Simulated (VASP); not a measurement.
# Cu3Pt (Pm-3m) in VASP: a series of runs

Cu3Pt is run at these levels: LDA; tasks: relaxation of cell and atoms.

Everything below comes from runs of VASP 6.6.1. Logs are shortened: lines on timing, memory, paths and dates and some standing lists are left out, and cuts for length are marked.

**1. The cell of the first run**

It takes space group Pm-3m (No. 221, cubic). The conventional cell has a = 3.710 Å, b = 3.710 Å, c = 3.710 Å, α = 90.00°, β = 90.00°, γ = 90.00°. Cu (site symmetry 4/mmm) has 8 Cu at 2.62 Å and 4 Pt at 2.62 Å within 3.5 Å. Within 3.5 Å of Pt (site symmetry m-3m) lie 12 Cu at 2.62 Å.

**2. Relaxation of cell and atoms, LDA, target pressure 20 GPa, at which the enthalpy is minimised**

Input file INCAR:

```
SYSTEM = Cu3Pt
  PREC = Accurate
  ENCUT = 600
  EDIFF = 1E-7
  ISMEAR = -1
  SIGMA = 0.1
  LREAL = .FALSE.
  LASPH = .TRUE.
  NELM = 80
  ALGO = Normal
  ISIF = 3
  LWAVE = .FALSE.
  LCHARG = .FALSE.
  GGA = CA
  IBRION = 2
  NSW = 80
  EDIFFG = -0.005
  PSTRESS = 200.0
```

Input file KPOINTS:

```
regular mesh
0
G
  6 6 6
  0 0 0
```

Input file POSCAR:

```
Cu3Pt
1.0
    3.7100000000      0.0000000000      0.0000000000
    0.0000000000      3.7100000000      0.0000000000
    0.0000000000      0.0000000000      3.7100000000
Cu Pt
3 1
Direct
    0.0000000000      0.5000000000      0.5000000000
    0.5000000000      0.0000000000      0.5000000000
    0.5000000000      0.5000000000      0.0000000000
    0.0000000000      0.0000000000      0.0000000000
```

Potentials or basis: VASP PAW LDA potentials, release 64 (Cu, Pt).

Started as:

```bash
cat potpaw_LDA.64/Cu/POTCAR potpaw_LDA.64/Pt/POTCAR > POTCAR
mpirun -np 1 vasp_std > vasp.out
```

OUTCAR:

```text
SYSTEM = Cu3Pt
   PREC = Accurate
   ENCUT = 600
   EDIFF = 1E-7
   ISMEAR = -1
   LREAL = .FALSE.
   LASPH = .TRUE.
   NELM = 80
   ISIF = 3
   GGA = CA
   IBRION = 2
   NSW = 80
   EDIFFG = -0.005
   PSTRESS = 200.0

 ion  position               nearest neighbor table
   1  0.000  0.500  0.500-   2 2.62   3 2.62   4 2.62   3 2.62   4 2.62   2 2.62   4 2.62   4 2.62
                             2 2.62   3 2.62   3 2.62   2 2.62
   2  0.500  0.000  0.500-   1 2.62   3 2.62   4 2.62   3 2.62   4 2.62   1 2.62   3 2.62   3 2.62
                             1 2.62   4 2.62   4 2.62   1 2.62
   3  0.500  0.500  0.000-   1 2.62   2 2.62   4 2.62   1 2.62   2 2.62   2 2.62   4 2.62   2 2.62
                             1 2.62   4 2.62   1 2.62   4 2.62
   4  0.000  0.000  0.000-   1 2.62   2 2.62   3 2.62   1 2.62   2 2.62   1 2.62   3 2.62   1 2.62
                             2 2.62   3 2.62   2 2.62   3 2.62

  LATTYP: Found a simple cubic cell.
 ALAT       =     3.7100000000

  Lattice vectors:

 A1 = (   3.7100000000,   0.0000000000,   0.0000000000)
 A2 = (   0.0000000000,   3.7100000000,   0.0000000000)
 A3 = (   0.0000000000,   0.0000000000,   3.7100000000)

Analysis of symmetry for initial positions (statically):
=====================================================================
 Subroutine PRICEL returns:
 Original cell was already a primitive cell.

 Routine SETGRP: Setting up the symmetry group for a
 simple cubic supercell.

 Subroutine GETGRP returns: Found 48 space group operations
 (whereof 48 operations were pure point group operations)
 out of a pool of 48 trial point group operations.

The static configuration has the point symmetry O_h .

Analysis of symmetry for dynamics (positions and initial velocities):
=====================================================================
 Subroutine PRICEL returns:
 Original cell was already a primitive cell.

 Routine SETGRP: Setting up the symmetry group for a
 simple cubic supercell.

 Subroutine GETGRP returns: Found 48 space group operations
 (whereof 48 operations were pure point group operations)
 out of a pool of 48 trial point group operations.

The dynamic configuration has the point symmetry O_h .

 Subroutine INISYM returns: Found 48 space group operations
 (whereof 48 operations are pure point group operations),
 and found     1 'primitive' translations

----------------------------------------------------------------------------------------

                                     Primitive cell

  volume of cell :      51.0648

  direct lattice vectors                    reciprocal lattice vectors
     3.710000000  0.000000000  0.000000000     0.269541779  0.000000000  0.000000000
     0.000000000  3.710000000  0.000000000     0.000000000  0.269541779  0.000000000
     0.000000000  0.000000000  3.710000000     0.000000000  0.000000000  0.269541779

  length of vectors
     3.710000000  3.710000000  3.710000000     0.269541779  0.269541779  0.269541779

  position of ions in fractional coordinates (direct lattice)
     0.000000000  0.500000000  0.500000000
     0.500000000  0.000000000  0.500000000
     0.500000000  0.500000000  0.000000000
     0.000000000  0.000000000  0.000000000

  ion indices of the primitive-cell ions
   primitive index   ion index
                 1           1
                 2           2
                 3           3
                 4           4

----------------------------------------------------------------------------------------

 KPOINTS: regular mesh

Automatic generation of k-mesh.
 Grid dimensions read from file:
 generate k-points for:    6    6    6

 Generating k-lattice:

  Cartesian coordinates                     Fractional coordinates (reciprocal lattice)
     0.044923630  0.000000000  0.000000000     0.166666667  0.000000000  0.000000000
     0.000000000  0.044923630  0.000000000     0.000000000  0.166666667  0.000000000
     0.000000000  0.000000000  0.044923630     0.000000000  0.000000000  0.166666667

  Length of vectors
     0.044923630  0.044923630  0.044923630

  Shift w.r.t. Gamma in fractional coordinates (k-lattice)
     0.000000000  0.000000000  0.000000000

 Subroutine IBZKPT returns following result:
 ===========================================

 Found     20 irreducible k-points:

 Following reciprocal coordinates:
            Coordinates               Weight
  0.000000  0.000000  0.000000      1.000000
  0.166667  0.000000  0.000000      6.000000
  0.333333  0.000000  0.000000      6.000000
  0.500000  0.000000  0.000000      3.000000
  0.166667  0.166667  0.000000     12.000000
  0.333333  0.166667  0.000000     24.000000
[... 12 lines left out ...]
  0.500000  0.500000  0.333333      6.000000
  0.500000  0.500000  0.500000      1.000000
   k-points           NKPTS =     20   k-points in BZ     NKDIM =     20   number of bands    NBANDS=     25
   number of dos      NEDOS =    301   number of ions     NIONS =      4
   total plane-waves  NPLWV =  27000
   dimension x,y,z NGX =    30 NGY =   30 NGZ =   30
   dimension x,y,z NGXF=    60 NGYF=   60 NGZF=   60
   ions per type =               3   1
   NGX,Y,Z   is equivalent  to a cutoff of  13.44, 13.44, 13.44 a.u.
   NGXF,Y,Z  is equivalent  to a cutoff of  26.89, 26.89, 26.89 a.u.
 SYSTEM =  Cu3Pt
   PREC   = accura    normal or accurate (medium, high low for compatibility)
   ISTART =      0    job   : 0-new  1-cont  2-samecut
   ICHARG =      2    charge: 1-file 2-atom 10-const
   ISPIN  =      1    spin polarized calculation?
   LNONCOLLINEAR =      F non collinear calculations
   LSORBIT =      F    spin-orbit coupling
   LASPH  =      T    aspherical Exc in radial PAW
   ENCUT  =  600.0 eV  44.10 Ry    6.64 a.u.   7.41  7.41  7.41*2*pi/ulx,y,z
   NELM   =     80;   NELMIN=  2; NELMDL= -5     # of ELM steps
   EDIFF  = 0.1E-06   stopping-criterion for ELM
   LREAL  =      F    real-space projection
   EDIFFG = -.5E-02   stopping-criterion for IOM
   NSW    =     80    number of steps for IOM
   IBRION =      2    ionic relax: 0-MD 1-quasi-New 2-CG
   NFREE  =      1    steps in history (QN), initial steepest desc. (CG)
   ISIF   =      3    stress and relaxation
   ISYM   =      2    0-nonsym 1-usesym 2-fastsym
   POTIM  = 0.5000    time-step for ionic-motion
   TEBEG  =    0.0;   TEEND  =   0.0 temperature during run
   PSTRESS=  200.0 pullay stress
   NELECT =      43.0000    total number of electrons
   NUPDOWN=      -1.0000    fix difference up-down
   EMIN   =  10.00;   EMAX   =-10.00  energy-range for DOS
   EFERMI =   0.00;   METHOD = LEGACY
   ISMEAR =    -1;   SIGMA  =   0.10  broadening in eV -4-tet -1-fermi 0-gaus
   EFERMI_NEDOS =   21; number of points for ismear=-14 and -15
   IALGO  =     38    algorithm
   IMIX   =      4    mixing-type and parameters
     AMIX     =   0.40;   BMIX     =  1.00
     AMIX_MAG =   1.60;   BMIX_MAG =  1.00
  volume/ion in A,a.u.               =      12.77        86.15
  Fermi-wavevector in a.u.,A,eV,Ry     =   1.545932  2.921388 32.516645  2.389906
  Thomas-Fermi vector in A             =   2.651240
   LORBIT       =      0    0 simple, 1 ext, 2 COOP (PROOUT), +10 PAW based schemes
   GGA     = CA    functional components
   LHFCALC =     F    Hartree Fock is set to
   AEXX    =    0.0000 exact exchange contribution
   IVDW    =     0    specifies the selected vdW correction
   LEPSILON=     F    determine dielectric tensor
   LRPA    =     F    only Hartree local field effects (RPA)
 conjugate gradient relaxation of ions
 non-spin polarized calculation
  energy-cutoff  :      600.00
  volume of cell :       51.06
 maximum number of plane-waves:      1743
 NGX is ok and might be reduce to    30
   NGX = 15   NGY = 15   NGZ = 15

--------------------------------------- Ionic step        1  -------------------------------------------

 number of electron      43.0000061 magnetization

 Free energy of the ion-electron system (eV)
  ---------------------------------------------------
  ext. energy  EPLUGINS =         0.00000000
  ---------------------------------------------------
  free energy    TOTEN  =       -22.07244033 eV

  energy without entropy =      -22.02084726  energy(sigma->0) =      -22.04664379

------------------------ aborting loop because EDIFF is reached ----------------------------------------

  FORCE on cell =-STRESS in cart. coord.  units (eV):
  Direction    XX          YY          ZZ          XY          YZ          ZX
  --------------------------------------------------------------------------------------
  -------------------------------------------------------------------------------------
  Total       -3.6900048     -3.6900048     -3.6900048     -0.0000000     -0.0000000     -0.0000000
  in kB     -115.7752654   -115.7752654   -115.7752654     -0.0000000     -0.0000000     -0.0000000
  external PRESSURE =    -315.7752654 kB  Pullay stress =     200.0000000 kB
[... 65 lines left out ...]
  enthalpy is  TOTEN    =       -13.0574900339 eV   P V=        4.3235339613

--------------------------------------- Ionic step        3  -------------------------------------------

 number of electron      42.9999970 magnetization

 E-fermi :   9.8836     XC(G=0): -13.9686

 val. band max:        9.8743852991   @ k =   0.5000   0.5000   0.0000
 cond. band min:      10.1027203320   @ k =   0.3333   0.1667   0.1667
 fundamental gap:      0.2283350329
 Fermi energy:         9.8835604304

 k-point     1 :       0.0000    0.0000    0.0000
  band No.  band energies     occupation
      1      -0.3824      2.00000
      2       3.4435      2.00000
      3       3.4435      2.00000
      4       4.4483      2.00000
      5       4.4483      2.00000
      6       4.4483      2.00000
[... 626 lines left out ...]
  enthalpy is  TOTEN    =       -16.4435149258 eV   P V=        5.5646799808

--------------------------------------- Ionic step        5  -------------------------------------------

 number of electron      42.9999978 magnetization

 Free energy of the ion-electron system (eV)
  ---------------------------------------------------
  ext. energy  EPLUGINS =         0.00000000
  ---------------------------------------------------
  free energy    TOTEN  =       -21.99037964 eV

  energy without entropy =      -21.94675630  energy(sigma->0) =      -21.96856797

 E-fermi :  10.0584     XC(G=0): -14.0324

 val. band max:       10.0506052289   @ k =   0.0000   0.0000   0.0000
 cond. band min:      10.2791407268   @ k =   0.3333   0.1667   0.1667
 fundamental gap:      0.2285354979
 Fermi energy:        10.0584193035

 k-point     1 :       0.0000    0.0000    0.0000
  band No.  band energies     occupation
      1      -0.3072      2.00000
      2       3.5199      2.00000
      3       3.5199      2.00000
      4       4.5399      2.00000
      5       4.5399      2.00000
      6       4.5399      2.00000
[... 580 lines left out ...]
  FREE ENERGIE OF THE ION-ELECTRON SYSTEM (eV)
  ---------------------------------------------------
  free  energy   TOTEN  =       -21.9903796425 eV

  energy  without entropy=      -21.9467562973  energy(sigma->0) =      -21.96856797

  enthalpy is  TOTEN    =       -16.4439933534 eV   P V=        5.5463862891

 reached required accuracy - stopping structural energy minimisation
```

Run time: 3.5 min. Hardware: 1 thread of AMD EPYC 7R43 (Zen 3), shared host; peak memory 0.14 GiB.

Results:

| Property | Result |
| --- | --- |
| Free energy | -21.9904 eV |
| Relaxed volume | 11.11 Å³/atom |
| Relaxed cell | a = 3.542 Å, b = 3.542 Å, c = 3.542 Å, α = 90.00°, β = 90.00°, γ = 90.00° |
| Space group after relaxing (to 0.05 Å) | Pm-3m (No. 221) |
| Energy change on relaxing (the enthalpy is what falls) | +20.5 meV/atom |
| Ionic steps | 5 |
| Pressure after relaxing | 20.0 GPa |

Step by step:
| step | energy change (eV) | largest force (eV/Å) | pressure (GPa) | volume (Å³) |
| --- | --- | --- | --- | --- |
| 1 | 0.0000 | 0.0000 | -11.58 | 51.06 |
| 2 | 4.6914 | 0.0000 | 160.22 | 34.64 |
| 3 | 0.0283 | 0.0000 | 16.78 | 44.90 |
| 4 | 0.0642 | 0.0000 | 18.98 | 44.58 |
| 5 | 0.0821 | 0.0000 | 19.96 | 44.43 |

Final structure:
```xyz
4
Lattice="3.5419 0.0000 0.0000 0.0000 3.5419 0.0000 0.0000 0.0000 3.5419" Properties=species:S:1:pos:R:3 pbc="T T T"
Cu    0.0000    1.7709    1.7709
Cu    1.7709    0.0000    1.7709
Cu    1.7709    1.7709    0.0000
Pt    0.0000    0.0000    0.0000
```

Levels at points of the mesh, in eV from the Fermi level:
```
           k point  band 18  band 19  band 20  band 21  band 22  band 23  band 24  band 25
(0.00, 0.00, 0.00)    -0.68    -0.01    -0.01    -0.01     1.79     1.79     1.79     8.20
(0.50, 0.00, 0.00)    -1.87    -1.67    -1.35    -1.21    -0.07     7.26     7.26     8.31
(0.50, 0.50, 0.00)    -2.10    -1.73    -1.73    -0.01    -0.01     1.10     2.11     9.85
(0.50, 0.50, 0.50)    -0.81    -0.81    -0.70    -0.70    -0.70    -0.51    -0.51     4.60
```

Caveat: the cell is relaxed towards a set pressure, so the enthalpy falls and the energy may rise; spin-orbit coupling is left out, which moves the levels of the heavy elements. Zero-point motion and thermal expansion aren't in these numbers.

(Part 1 of 2 ends here.)
